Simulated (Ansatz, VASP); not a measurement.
## One calculation of H15NO6, two programs

```
O H N
1.0
     6.22222    0.00000    0.00000
     0.00000    6.22222    0.00000
     0.00000    0.00000    6.22222
O H N
6 15 1
Direct
  0.30086 0.74873 0.72665
  0.49672 0.13847 0.67925
  0.87337 0.54798 0.48650
  0.29713 0.41988 0.40046
  0.49293 0.44099 0.01070
  0.87537 0.87024 0.80791
  0.15001 0.78971 0.75474
  0.29824 0.65182 0.60094
  0.41075 0.22844 0.57841
  0.41539 0.00136 0.69798
  0.79080 0.65723 0.39413
  0.77484 0.42827 0.50393
  0.35802 0.42173 0.25130
  0.14016 0.43930 0.39071
  0.49752 0.31539 0.91131
  0.42487 0.55288 0.92140
  0.78479 0.98432 0.74920
  0.83731 0.74375 0.71981
  0.54963 0.78950 0.17209
  0.56861 0.94924 0.38463
  0.74735 0.95963 0.18997
  0.65427 0.85712 0.27851
```

Alike in both runs: functional PBE; dispersion D3(BJ); k mesh 1 × 1 × 1; occupations fermi-dirac, width 0.02 eV; no spin polarisation.

Ansatz relaxed the structure, and its values are those at the end. VASP's run is a single point on that final structure, the one shown.

```csv
,VASP,Ansatz
version,VASP 6.6.1,Ansatz 0.2.0
potentials or method,"VASP PAW PBE potentials, release 64 (O_h, H_h, N_h), cutoff 1000 eV","scalar-relativistic, plane waves, PAW"
valence electrons in the cell,56,56
```

|  | VASP | Ansatz | Ansatz less VASP |
| --- | --- | --- | --- |
| rms of the force components (eV/Å) | 0.070 | 0.070 | -0.0003 |
